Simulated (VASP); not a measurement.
# ZrN (Fm-3m) in VASP: settings compared

Aim: see how the results for ZrN move with the level of theory and the settings. Levels: RPBE, PBEsol+D3(BJ). Tasks: single point.

Everything below comes from runs of VASP 6.6.1. Logs are shortened: lines on timing, memory, paths and dates and some standing lists are left out, and cuts for length are marked.

## (1) The cell of the first run

It takes space group Fm-3m (No. 225, cubic). The conventional cell has a = 4.620 Å, b = 4.620 Å, c = 4.620 Å, α = 90.00°, β = 90.00°, γ = 90.00°. Within 3.1 Å of Zr (site symmetry m-3m) lie 6 N at 2.31 Å. N (site symmetry m-3m) has 6 Zr at 2.31 Å within 3.1 Å.

## (2) Single point, RPBE (12.32 Å³/atom)

Contents of INCAR:

```
SYSTEM = ZrN
PREC = Accurate
ENCUT = 600
EDIFF = 1E-6
ISMEAR = 0
SIGMA = 0.05
LREAL = .FALSE.
LASPH = .TRUE.
NELM = 120
ALGO = Normal
ISIF = 2
LWAVE = .FALSE.
LCHARG = .FALSE.
GGA = RP
NBANDS = 16
GGA_COMPAT = .FALSE.
```

Contents of KPOINTS:

```
regular mesh
0
G
  8 8 8
  0 0 0
```

Contents of POSCAR:

```
ZrN
1.0
    0.0000000000      2.3098781180      2.3098781180
    2.3098781180      0.0000000000      2.3098781180
    2.3098781180      2.3098781180      0.0000000000
Zr N
1 1
Direct
    0.5000000000      0.5000000000      0.5000000000
    0.0000000000      0.0000000000      0.0000000000
```

Potentials or basis: VASP PAW PBE potentials, release 64 (Zr_sv, N).

The run is started by

```
> cat potpaw_PBE.64/Zr_sv/POTCAR potpaw_PBE.64/N/POTCAR > POTCAR
> mpirun -np 1 vasp_std > vasp.out
```

OUTCAR:

```text
SYSTEM = ZrN
   PREC = Accurate
   ENCUT = 600
   EDIFF = 1E-6
   ISMEAR = 0
   LREAL = .FALSE.
   LASPH = .TRUE.
   NELM = 120
   ISIF = 2
   GGA = RP

 ion  position               nearest neighbor table
   1  0.500  0.500  0.500-   2 2.31   2 2.31   2 2.31   2 2.31   2 2.31   2 2.31
   2  0.000  0.000  0.000-   1 2.31   1 2.31   1 2.31   1 2.31   1 2.31   1 2.31

  LATTYP: Found a face centered cubic cell.
 ALAT       =     4.6197562360

  Lattice vectors:

 A1 = (   0.0000000000,   2.3098781180,   2.3098781180)
 A2 = (   2.3098781180,   0.0000000000,   2.3098781180)
 A3 = (   2.3098781180,   2.3098781180,   0.0000000000)

Analysis of symmetry for initial positions (statically):
=====================================================================
 Subroutine PRICEL returns:
 Original cell was already a primitive cell.

 Routine SETGRP: Setting up the symmetry group for a
 face centered cubic supercell.

 Subroutine GETGRP returns: Found 48 space group operations
 (whereof 48 operations were pure point group operations)
 out of a pool of 48 trial point group operations.

The static configuration has the point symmetry O_h .

Analysis of symmetry for dynamics (positions and initial velocities):
=====================================================================
 Subroutine PRICEL returns:
 Original cell was already a primitive cell.

 Routine SETGRP: Setting up the symmetry group for a
 face centered cubic supercell.

 Subroutine GETGRP returns: Found 48 space group operations
 (whereof 48 operations were pure point group operations)
 out of a pool of 48 trial point group operations.

The dynamic configuration has the point symmetry O_h .

 Subroutine INISYM returns: Found 48 space group operations
 (whereof 48 operations are pure point group operations),
 and found     1 'primitive' translations

----------------------------------------------------------------------------------------

                                     Primitive cell

  volume of cell :      24.6489

  direct lattice vectors                    reciprocal lattice vectors
     0.000000000  2.309878118  2.309878118    -0.216461638  0.216461638  0.216461638
     2.309878118  0.000000000  2.309878118     0.216461638 -0.216461638  0.216461638
     2.309878118  2.309878118  0.000000000     0.216461638  0.216461638 -0.216461638

  length of vectors
     3.266660962  3.266660962  3.266660962     0.374922554  0.374922554  0.374922554

  position of ions in fractional coordinates (direct lattice)
     0.500000000  0.500000000  0.500000000
     0.000000000  0.000000000  0.000000000

  ion indices of the primitive-cell ions
   primitive index   ion index
                 1           1
                 2           2

----------------------------------------------------------------------------------------

 KPOINTS: regular mesh

Automatic generation of k-mesh.
 Grid dimensions read from file:
 generate k-points for:    8    8    8

 Generating k-lattice:

  Cartesian coordinates                     Fractional coordinates (reciprocal lattice)
    -0.027057705  0.027057705  0.027057705     0.125000000  0.000000000  0.000000000
     0.027057705 -0.027057705  0.027057705     0.000000000  0.125000000  0.000000000
     0.027057705  0.027057705 -0.027057705     0.000000000  0.000000000  0.125000000

  Length of vectors
     0.046865319  0.046865319  0.046865319

  Shift w.r.t. Gamma in fractional coordinates (k-lattice)
     0.000000000  0.000000000  0.000000000

 Subroutine IBZKPT returns following result:
 ===========================================

 Found     29 irreducible k-points:

 Following reciprocal coordinates:
            Coordinates               Weight
  0.000000  0.000000  0.000000      1.000000
  0.125000  0.000000  0.000000      8.000000
  0.250000  0.000000  0.000000      8.000000
  0.375000  0.000000  0.000000      8.000000
  0.500000  0.000000  0.000000      4.000000
  0.125000  0.125000  0.000000      6.000000
[... 16 lines left out ...]
  0.500000  0.250000  0.125000     48.000000
 -0.375000  0.250000  0.125000     24.000000
 [... further k-points ...]
   k-points           NKPTS =     29   k-points in BZ     NKDIM =     29   number of bands    NBANDS=     16
   number of dos      NEDOS =    301   number of ions     NIONS =      2
   total plane-waves  NPLWV =  21952
   dimension x,y,z NGX =    28 NGY =   28 NGZ =   28
   dimension x,y,z NGXF=    56 NGYF=   56 NGZF=   56
   ions per type =               1   1
   NGX,Y,Z   is equivalent  to a cutoff of  14.25, 14.25, 14.25 a.u.
   NGXF,Y,Z  is equivalent  to a cutoff of  28.50, 28.50, 28.50 a.u.
 SYSTEM =  ZrN
   PREC   = accura    normal or accurate (medium, high low for compatibility)
   ISTART =      0    job   : 0-new  1-cont  2-samecut
   ICHARG =      2    charge: 1-file 2-atom 10-const
   ISPIN  =      1    spin polarized calculation?
   LNONCOLLINEAR =      F non collinear calculations
   LSORBIT =      F    spin-orbit coupling
   LASPH  =      T    aspherical Exc in radial PAW
   ENCUT  =  600.0 eV  44.10 Ry    6.64 a.u.   6.52  6.52  6.52*2*pi/ulx,y,z
   NELM   =    120;   NELMIN=  2; NELMDL= -5     # of ELM steps
   EDIFF  = 0.1E-05   stopping-criterion for ELM
   LREAL  =      F    real-space projection
   EDIFFG = 0.1E-04   stopping-criterion for IOM
   NSW    =      0    number of steps for IOM
   IBRION =     -1    ionic relax: 0-MD 1-quasi-New 2-CG
   NFREE  =      0    steps in history (QN), initial steepest desc. (CG)
   ISIF   =      2    stress and relaxation
   ISYM   =      2    0-nonsym 1-usesym 2-fastsym
   POTIM  = 0.5000    time-step for ionic-motion
   TEBEG  =    0.0;   TEEND  =   0.0 temperature during run
   PSTRESS=    0.0 pullay stress
   NELECT =      17.0000    total number of electrons
   NUPDOWN=      -1.0000    fix difference up-down
   EMIN   =  10.00;   EMAX   =-10.00  energy-range for DOS
   EFERMI =   0.00;   METHOD = LEGACY
   ISMEAR =     0;   SIGMA  =   0.05  broadening in eV -4-tet -1-fermi 0-gaus
   EFERMI_NEDOS =   21; number of points for ismear=-14 and -15
   IALGO  =     38    algorithm
   IMIX   =      4    mixing-type and parameters
     AMIX     =   0.40;   BMIX     =  1.00
     AMIX_MAG =   1.60;   BMIX_MAG =  1.00
  volume/ion in A,a.u.               =      12.32        83.17
  Fermi-wavevector in a.u.,A,eV,Ry     =   1.446412  2.733323 28.464861  2.092108
  Thomas-Fermi vector in A             =   2.564484
   LORBIT       =      0    0 simple, 1 ext, 2 COOP (PROOUT), +10 PAW based schemes
   GGA     = RP    functional components
   LHFCALC =     F    Hartree Fock is set to
   AEXX    =    0.0000 exact exchange contribution
   IVDW    =     0    specifies the selected vdW correction
   LEPSILON=     F    determine dielectric tensor
   LRPA    =     F    only Hartree local field effects (RPA)
 non-spin polarized calculation
 Gauss-broadening in eV      SIGMA  =   0.05
  energy-cutoff  :      600.00
  volume of cell :       24.65
 maximum number of plane-waves:       869
 NGX is ok and might be reduce to    28
   NGX = 13   NGY = 13   NGZ = 13

 number of electron      17.0000000 magnetization

 Free energy of the ion-electron system (eV)
  ---------------------------------------------------
  ext. energy  EPLUGINS =         0.00000000
  ---------------------------------------------------
  free energy    TOTEN  =       -19.38157373 eV

  energy without entropy =      -19.37973952  energy(sigma->0) =      -19.38065662

 E-fermi :  11.7893     XC(G=0): -12.2964

 val. band max:       11.7434914033   @ k =   0.1250   0.0000   0.0000
 cond. band min:      11.8149813751   @ k =   0.3750   0.1250   0.0000
 fundamental gap:      0.0714899717
 Fermi energy:        11.7893212457

 k-point     1 :       0.0000    0.0000    0.0000
  band No.  band energies     occupation
      1     -37.9257      2.00000
      2     -15.5670      2.00000
      3     -15.5670      2.00000
      4     -15.5670      2.00000
      5      -4.4576      2.00000
      6       9.1629      2.00000
[... 8 lines left out ...]
     15      20.9254      0.00000
     16      33.7911      0.00000

 k-point     2 :       0.1250    0.0000    0.0000
  band No.  band energies     occupation
      1     -37.9074      2.00000
      2     -15.7372      2.00000
      3     -15.5799      2.00000
      4     -15.5799      2.00000
      5      -4.1688      2.00000
      6       8.0396      2.00000
[... 8 lines left out ...]
     15      21.8946      0.00000
     16      31.2280      0.00000

 k-point     3 :       0.2500    0.0000    0.0000
  band No.  band energies     occupation
      1     -37.8628      2.00000
      2     -16.1249      2.00000
      3     -15.6109      2.00000
      4     -15.6109      2.00000
      5      -3.4638      2.00000
      6       6.2328      2.00000
[... 8 lines left out ...]
     15      23.6637      0.00000
     16      28.5989      0.00000

 k-point     4 :       0.3750    0.0000    0.0000
  band No.  band energies     occupation
      1     -37.8177      2.00000
      2     -16.4851      2.00000
      3     -15.6416      2.00000
      4     -15.6416      2.00000
      5      -2.7179      2.00000
      6       4.8049      2.00000
[... 8 lines left out ...]
     15      24.0206      0.00000
     16      25.4058      0.00000
[... 324 lines left out ...]
 k-point    22 :       0.3750    0.2500    0.1250
  band No.  band energies     occupation
      1     -37.8297      2.00000
      2     -16.1895      2.00000
      3     -15.7958      2.00000
      4     -15.6635      2.00000
      5      -3.3182      2.00000
      6       5.6706      2.00000
[... 8 lines left out ...]
     15      24.7844      0.00000
     16      25.2682      0.00000

 k-point    23 :       0.5000    0.2500    0.1250
  band No.  band energies     occupation
      1     -37.7935      2.00000
      2     -16.3737      2.00000
      3     -15.8885      2.00000
      4     -15.7128      2.00000
      5      -3.0181      2.00000
      6       5.3634      2.00000
[... 8 lines left out ...]
     15      23.5795      0.00000
     16      24.5454      0.00000

 k-point    24 :      -0.3750    0.2500    0.1250
  band No.  band energies     occupation
      1     -37.7784      2.00000
      2     -16.4525      2.00000
      3     -15.9122      2.00000
      4     -15.7434      2.00000
      5      -2.8997      2.00000
      6       5.2276      2.00000
[... 8 lines left out ...]
     15      23.2445      0.00000
     16      24.4646      0.00000

 [... further k-points ...]

------------------------ aborting loop because EDIFF is reached ----------------------------------------

  FORCE on cell =-STRESS in cart. coord.  units (eV):
  Direction    XX          YY          ZZ          XY          YZ          ZX
  --------------------------------------------------------------------------------------
  -------------------------------------------------------------------------------------
  Total        0.0243484      0.0243484      0.0243484      0.0000000      0.0000000      0.0000000
  in kB        1.5826469      1.5826469      1.5826469      0.0000000      0.0000000      0.0000000
  external PRESSURE =       1.5826469 kB  Pullay stress =       0.0000000 kB

 VOLUME and BASIS-vectors are now :
 -----------------------------------------------------------------------------
  energy-cutoff  :      600.00
  volume of cell :       24.65
      direct lattice vectors                 reciprocal lattice vectors
     0.000000000  2.309878118  2.309878118    -0.216461638  0.216461638  0.216461638
     2.309878118  0.000000000  2.309878118     0.216461638 -0.216461638  0.216461638
     2.309878118  2.309878118  0.000000000     0.216461638  0.216461638 -0.216461638

 POSITION                                       TOTAL-FORCE (eV/Angst)
 -----------------------------------------------------------------------------------
      2.30988      2.30988      2.30988        -0.000000     -0.000000      0.000000
      0.00000      0.00000      0.00000         0.000000      0.000000     -0.000000
 -----------------------------------------------------------------------------------
    total drift:                                0.000000      0.000000      0.000000

  FREE ENERGIE OF THE ION-ELECTRON SYSTEM (eV)
  ---------------------------------------------------
  free  energy   TOTEN  =       -19.3815737276 eV

  energy  without entropy=      -19.3797395155  energy(sigma->0) =      -19.38065662
```

Wall time 25 s (1 thread of AMD EPYC 7R43 (Zen 3), shared host); peak memory 0.13 GiB.

Results:

* Free energy: -19.3816 eV
* Pressure: 0.2 GPa
* Band gap on the k mesh: zero (an odd number of electrons rules out a gap without spin polarisation)

Caveat: the PAW data sets were made with another functional, which shifts forces and pressure a little.

(Part 1 of 3 ends here.)
